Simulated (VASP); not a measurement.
# RbVS3 (Pm-3m) in VASP: a series of runs, part 2 of 2

VASP 6.6.1.

### Step 3. Relaxation of cell and atoms, PBE

This run uses another cell than the first one, of 21.18 Å³/atom.

File INCAR:

```
SYSTEM = RbVS3
  PREC = Accurate
  ENCUT = 600
  EDIFF = 1E-6
  ISMEAR = 0
  SIGMA = 0.1
  LREAL = .False.
  LASPH = .True.
  NELM = 100
  ALGO = Normal
  ISIF = 3
  LWAVE = .False.
  LCHARG = .False.
  GGA = PE
  IBRION = 2
  NSW = 100
  EDIFFG = -0.01
```

File KPOINTS:

```
regular mesh
0
Gamma
  8 8 8
  0 0 0
```

File POSCAR:

```
RbVS3
1.0
    4.7308394600      0.0000000000      0.0000000000
    0.0000000000      4.7308394600      0.0000000000
    0.0000000000      0.0000000000      4.7308394600
Rb V S
1 1 3
Direct
    0.0000000000      0.0000000000      0.0000000000
    0.5000000000      0.5000000000      0.5000000000
    0.5000000000      0.5000000000      0.0000000000
    0.0000000000      0.5000000000      0.5000000000
    0.5000000000      0.0000000000      0.5000000000
```

Potentials or basis: VASP PAW PBE potentials, release 64 (Rb_sv, V_sv, S).

Started as:

```console
> cat potpaw_PBE.64/Rb_sv/POTCAR potpaw_PBE.64/V_sv/POTCAR potpaw_PBE.64/S/POTCAR > POTCAR
> mpirun -np 1 vasp_std > vasp.out
```

OUTCAR:

```text
SYSTEM = RbVS3
   PREC = Accurate
   ENCUT = 600
   EDIFF = 1E-6
   ISMEAR = 0
   LREAL = .False.
   LASPH = .True.
   NELM = 100
   ISIF = 3
   GGA = PE
   IBRION = 2
   NSW = 100
   EDIFFG = -0.01

 ion  position               nearest neighbor table
   1  0.000  0.000  0.000-   3 3.35   4 3.35   5 3.35   4 3.35   5 3.35   3 3.35   4 3.35   4 3.35
                             3 3.35   5 3.35   5 3.35   3 3.35   2 4.10   2 4.10   2 4.10   2 4.10
   2  0.500  0.500  0.500-   3 2.37   4 2.37   5 2.37   3 2.37   5 2.37   4 2.37   1 4.10   1 4.10
                             1 4.10   1 4.10   1 4.10   1 4.10   1 4.10   1 4.10
   3  0.500  0.500  0.000-   2 2.37   2 2.37   1 3.35   1 3.35   1 3.35   1 3.35
   4  0.000  0.500  0.500-   2 2.37   2 2.37   1 3.35   1 3.35   1 3.35   1 3.35
   5  0.500  0.000  0.500-   2 2.37   2 2.37   1 3.35   1 3.35   1 3.35   1 3.35

  LATTYP: Found a simple cubic cell.
 ALAT       =     4.7308394600

  Lattice vectors:

 A1 = (   4.7308394600,   0.0000000000,   0.0000000000)
 A2 = (   0.0000000000,   4.7308394600,   0.0000000000)
 A3 = (   0.0000000000,   0.0000000000,   4.7308394600)

Analysis of symmetry for initial positions (statically):
=====================================================================
 Subroutine PRICEL returns:
 Original cell was already a primitive cell.

 Routine SETGRP: Setting up the symmetry group for a
 simple cubic supercell.

 Subroutine GETGRP returns: Found 48 space group operations
 (whereof 48 operations were pure point group operations)
 out of a pool of 48 trial point group operations.

The static configuration has the point symmetry O_h .

Analysis of symmetry for dynamics (positions and initial velocities):
=====================================================================
 Subroutine PRICEL returns:
 Original cell was already a primitive cell.

 Routine SETGRP: Setting up the symmetry group for a
 simple cubic supercell.

 Subroutine GETGRP returns: Found 48 space group operations
 (whereof 48 operations were pure point group operations)
 out of a pool of 48 trial point group operations.

The dynamic configuration has the point symmetry O_h .

 Subroutine INISYM returns: Found 48 space group operations
 (whereof 48 operations are pure point group operations),
 and found     1 'primitive' translations

----------------------------------------------------------------------------------------

                                     Primitive cell

  volume of cell :     105.8802

  direct lattice vectors                    reciprocal lattice vectors
     4.730839460  0.000000000  0.000000000     0.211378976  0.000000000  0.000000000
     0.000000000  4.730839460  0.000000000     0.000000000  0.211378976  0.000000000
     0.000000000  0.000000000  4.730839460     0.000000000  0.000000000  0.211378976

  length of vectors
     4.730839460  4.730839460  4.730839460     0.211378976  0.211378976  0.211378976

  position of ions in fractional coordinates (direct lattice)
     0.000000000  0.000000000  0.000000000
     0.500000000  0.500000000  0.500000000
     0.500000000  0.500000000  0.000000000
     0.000000000  0.500000000  0.500000000
     0.500000000  0.000000000  0.500000000

  ion indices of the primitive-cell ions
[... 37 lines left out ...]
  0.250000  0.000000  0.000000      6.000000
  0.375000  0.000000  0.000000      6.000000
  0.500000  0.000000  0.000000      3.000000
  0.125000  0.125000  0.000000     12.000000
[... 16 lines left out ...]
  0.375000  0.375000  0.125000     24.000000
  0.500000  0.375000  0.125000     24.000000
 [... further k-points ...]
   k-points           NKPTS =     35   k-points in BZ     NKDIM =     35   number of bands    NBANDS=     24
   number of dos      NEDOS =    301   number of ions     NIONS =      5
   total plane-waves  NPLWV =  64000
   dimension x,y,z NGX =    40 NGY =   40 NGZ =   40
   dimension x,y,z NGXF=    80 NGYF=   80 NGZF=   80
   ions per type =               1   1   3
   NGX,Y,Z   is equivalent  to a cutoff of  14.06, 14.06, 14.06 a.u.
   NGXF,Y,Z  is equivalent  to a cutoff of  28.11, 28.11, 28.11 a.u.
 SYSTEM =  RbVS3
   PREC   = accura    normal or accurate (medium, high low for compatibility)
   ISTART =      0    job   : 0-new  1-cont  2-samecut
   ICHARG =      2    charge: 1-file 2-atom 10-const
   ISPIN  =      1    spin polarized calculation?
   LNONCOLLINEAR =      F non collinear calculations
   LSORBIT =      F    spin-orbit coupling
   LASPH  =      T    aspherical Exc in radial PAW
   ENCUT  =  600.0 eV  44.10 Ry    6.64 a.u.   9.45  9.45  9.45*2*pi/ulx,y,z
   NELM   =    100;   NELMIN=  2; NELMDL= -5     # of ELM steps
   EDIFF  = 0.1E-05   stopping-criterion for ELM
   LREAL  =      F    real-space projection
   EDIFFG = -.1E-01   stopping-criterion for IOM
   NSW    =    100    number of steps for IOM
   IBRION =      2    ionic relax: 0-MD 1-quasi-New 2-CG
   NFREE  =      1    steps in history (QN), initial steepest desc. (CG)
   ISIF   =      3    stress and relaxation
   ISYM   =      2    0-nonsym 1-usesym 2-fastsym
   POTIM  = 0.5000    time-step for ionic-motion
   TEBEG  =    0.0;   TEEND  =   0.0 temperature during run
   PSTRESS=    0.0 pullay stress
   NELECT =      40.0000    total number of electrons
   NUPDOWN=      -1.0000    fix difference up-down
   EMIN   =  10.00;   EMAX   =-10.00  energy-range for DOS
   EFERMI =   0.00;   METHOD = LEGACY
   ISMEAR =     0;   SIGMA  =   0.10  broadening in eV -4-tet -1-fermi 0-gaus
   EFERMI_NEDOS =   21; number of points for ismear=-14 and -15
   IALGO  =     38    algorithm
   IMIX   =      4    mixing-type and parameters
     AMIX     =   0.40;   BMIX     =  1.00
     AMIX_MAG =   1.60;   BMIX_MAG =  1.00
  volume/ion in A,a.u.               =      21.18       142.90
  Fermi-wavevector in a.u.,A,eV,Ry     =   1.183468  2.236431 19.056281  1.400597
  Thomas-Fermi vector in A             =   2.319702
   LORBIT       =      0    0 simple, 1 ext, 2 COOP (PROOUT), +10 PAW based schemes
   GGA     = PE    functional components
   LHFCALC =     F    Hartree Fock is set to
   AEXX    =    0.0000 exact exchange contribution
   IVDW    =     0    specifies the selected vdW correction
   LEPSILON=     F    determine dielectric tensor
   LRPA    =     F    only Hartree local field effects (RPA)
 conjugate gradient relaxation of ions
 non-spin polarized calculation
 Gauss-broadening in eV      SIGMA  =   0.10
  energy-cutoff  :      600.00
  volume of cell :      105.88
 maximum number of plane-waves:      3575
 NGX is ok and might be reduce to    40
   NGX = 19   NGY = 19   NGZ = 19

--------------------------------------- Ionic step        1  -------------------------------------------

 number of electron      39.9999986 magnetization

 Free energy of the ion-electron system (eV)
  ---------------------------------------------------
  ext. energy  EPLUGINS =         0.00000000
  ---------------------------------------------------
  free energy    TOTEN  =       -25.73776205 eV

  energy without entropy =      -25.70876694  energy(sigma->0) =      -25.72326450

------------------------ aborting loop because EDIFF is reached ----------------------------------------

  FORCE on cell =-STRESS in cart. coord.  units (eV):
  Direction    XX          YY          ZZ          XY          YZ          ZX
  --------------------------------------------------------------------------------------
  -------------------------------------------------------------------------------------
  Total       -0.2417718     -0.2417718     -0.2417718     -0.0000000     -0.0000000     -0.0000000
  in kB       -3.6584879     -3.6584879     -3.6584879     -0.0000000     -0.0000000     -0.0000000
  external PRESSURE =      -3.6584879 kB  Pullay stress =       0.0000000 kB
[... 65 lines left out ...]
--------------------------------------- Ionic step        3  -------------------------------------------

 number of electron      39.9999988 magnetization

 Free energy of the ion-electron system (eV)
  ---------------------------------------------------
  ext. energy  EPLUGINS =         0.00000000
  ---------------------------------------------------
  free energy    TOTEN  =       -25.73839653 eV

  energy without entropy =      -25.70957526  energy(sigma->0) =      -25.72398590

 E-fermi :   3.9549     XC(G=0):  -9.7889

 val. band max:        3.9477718154   @ k =   0.1250   0.1250   0.1250
 cond. band min:       3.9605073400   @ k =   0.1250   0.1250   0.1250
 fundamental gap:      0.0127355246
 Fermi energy:         3.9548676644

 k-point     1 :       0.0000    0.0000    0.0000
  band No.  band energies     occupation
      1     -61.2896      2.00000
      2     -35.1030      2.00000
      3     -35.1030      2.00000
      4     -35.1030      2.00000
      5     -21.5438      2.00000
      6      -9.3909      2.00000
[... 637 lines left out ...]
     23       4.9403      0.00000
     24       5.5379      0.00000

 [... further k-points ...]
[... 5 lines left out ...]
  --------------------------------------------------------------------------------------
  -------------------------------------------------------------------------------------
  Total       -0.0000291     -0.0000291     -0.0000291      0.0000000      0.0000000      0.0000000
  in kB       -0.0004434     -0.0004434     -0.0004434      0.0000000      0.0000000      0.0000000
  external PRESSURE =      -0.0004434 kB  Pullay stress =       0.0000000 kB
[... 20 lines left out ...]
  FREE ENERGIE OF THE ION-ELECTRON SYSTEM (eV)
  ---------------------------------------------------
  free  energy   TOTEN  =       -25.7383965260 eV

  energy  without entropy=      -25.7095752648  energy(sigma->0) =      -25.72398590

 reached required accuracy - stopping structural energy minimisation
```

OSZICAR:

```text
N       E                     dE             d eps       ncg     rms          rms(c)
DAV:   1     0.375056408643E+03    0.37506E+03   -0.22659E+04  1768   0.175E+03
DAV:   2    -0.189383802813E+01   -0.37695E+03   -0.37342E+03  2072   0.395E+02
DAV:   3    -0.324582944608E+02   -0.30564E+02   -0.29398E+02  2080   0.102E+02
[... 30 lines left out ...]
DAV:   3    -0.257384442852E+02    0.23122E-01   -0.89874E-02  2120   0.169E+00    0.766E-02
DAV:   4    -0.257384053631E+02    0.38922E-04   -0.11497E-03  1696   0.204E-01    0.374E-02
DAV:   5    -0.257384008994E+02    0.44637E-05   -0.31804E-05  2128   0.306E-02    0.229E-02
DAV:   6    -0.257383966305E+02    0.42689E-05   -0.61227E-06  2112   0.142E-02    0.479E-03
DAV:   7    -0.257383965260E+02    0.10448E-06   -0.14035E-06   944   0.673E-03
   3 F= -.25738397E+02 E0= -.25723986E+02  d E =-.634472E-03
```

Wall time 100 s (1 thread of Intel Xeon 6975P-C (Granite Rapids), shared host); peak memory 0.32 GiB.

What came out:

| Property | Result |
| --- | --- |
| Free energy | -25.7384 eV |
| Relaxed volume | 21.06 Å³/atom |
| Relaxed cell | a = 4.722 Å, b = 4.722 Å, c = 4.722 Å, α = 90.00°, β = 90.00°, γ = 90.00° |
| Space group after relaxing (to 0.1 Å) | Pm-3m (No. 221) |
| Energy gained by relaxing | 0.1 meV/atom |
| Ionic steps | 3 |
| Pressure after relaxing | 0.0 GPa |
| Band gap on the k mesh | zero (bands 20 and 21 overlap by 0.97 eV) |

Step by step:
```csv
step,energy change (eV),largest force (eV/Å),pressure (GPa),volume (Å³)
1,0.0000,0.0000,-0.37,105.88
2,-0.0006,0.0000,0.11,105.14
3,-0.0006,0.0000,0.00,105.32
```

Final structure:
```xyz
5
Lattice="4.7225 0.0000 0.0000 0.0000 4.7225 0.0000 0.0000 0.0000 4.7225" Properties=species:S:1:pos:R:3 pbc="T T T"
Rb    0.0000    0.0000    0.0000
V     2.3612    2.3612    2.3612
S     2.3612    2.3612    0.0000
S     0.0000    2.3612    2.3612
S     2.3612    0.0000    2.3612
```

Caveat: the run has no spin polarisation, though such a crystal can be magnetic. With open d or f shells a metallic result of PBE can be an artefact of self-interaction; +U or a hybrid may open a gap.

### Step 4. Single point, PBE, collinear spin, ferromagnetic start

This run uses another cell than the first one, of 21.18 Å³/atom.

File INCAR:

```
  ALGO = Normal
  EDIFF = 1E-6
  ENCUT = 520
  GGA = PE
  ISIF = 2
  ISMEAR = 0
  ISPIN = 2
  LASPH = T
  LCHARG = T
  LELF = T
  LMAXMIX = 4
  LORBIT = 11
  LREAL = F
  LVHAR = T
  LWAVE = F
  MAGMOM = 0 2 0 0 0
  NBANDS = 32
  NELM = 150
  PREC = Accurate
  SIGMA = 0.1
```

File KPOINTS:

```
k-points
0
Gamma
  4 4 4
```

POSCAR is that of step 3.

Started as:

```console
> cat potpaw_PBE.64/Rb_sv/POTCAR potpaw_PBE.64/V_sv/POTCAR potpaw_PBE.64/S/POTCAR > POTCAR
> mpirun -np 1 vasp_std > vasp.out
```

Wall time 31 s (1 thread of Intel Xeon 6975P-C (Granite Rapids), shared host); peak memory 0.26 GiB.

It converged, with:

- Free energy: -25.8024 eV
- Pressure: -0.6 GPa
- Band gap on the k mesh: zero (filled and empty bands overlap)
- Net moment: 0.00 μB per cell
- Valence electrons inside the program's atomic spheres: Rb 7.33; V 11.36; S 3.70

Levels at points of the mesh, in eV from the Fermi level:
Spin up:
```tsv
k point	band 18	band 19	band 20	band 21	band 22	band 23
(0.00, 0.00, 0.00)	-0.90	-0.90	-0.90	-0.19	-0.19	-0.19
(0.50, 0.00, 0.00)	-1.77	-0.87	-0.68	-0.68	0.24	0.92
(0.50, 0.50, 0.00)	-1.62	-1.62	0.23	0.78	0.83	0.83
(0.50, 0.50, 0.50)	0.29	0.29	0.29	0.95	0.95	0.95
```
Spin down:
```
           k point  band 17  band 18  band 19  band 20  band 21  band 22  band 23  band 24
(0.00, 0.00, 0.00)    -1.12    -0.90    -0.90    -0.90    -0.19    -0.19    -0.19     0.21
(0.50, 0.00, 0.00)    -2.33    -1.77    -0.87    -0.68    -0.68     0.24     0.92     0.92
(0.50, 0.50, 0.00)    -2.87    -1.62    -1.62     0.23     0.78     0.83     0.83     0.87
(0.50, 0.50, 0.50)    -3.77     0.29     0.29     0.29     0.95     0.95     0.95     4.54
```

Caveat: the moments typed at the start vanished in this run. With open d or f shells a metallic result of PBE can be an artefact of self-interaction; +U or a hybrid may open a gap.

### Step 5. Overview

```tsv
task	spin	cell	k mesh	cutoff (eV)	gap on the mesh (eV)	pressure (GPa)
single point	off	a = 4.721 Å, 5 atoms	8 × 8 × 8	520	none	0.0
relaxation of cell and atoms	off	relaxed from a = 4.731 Å, 5 atoms	8 × 8 × 8	600	none	0.0
single point	collinear, ferromagnetic start	a = 4.731 Å, 5 atoms	4 × 4 × 4	520	none	-0.6
```

Alike in all rows: level PBE; potentials or basis VASP PAW PBE potentials, release 64 (Rb_sv, V_sv, S); smearing gaussian 0.1 eV.

Caveats: the moments typed at the start vanished in this run (at least some runs).

Total energies depend on the potentials used, so only differences within one code and one set of settings carry meaning.

The gap in the log of VASP goes by the Fermi energy; the results here count the filled bands.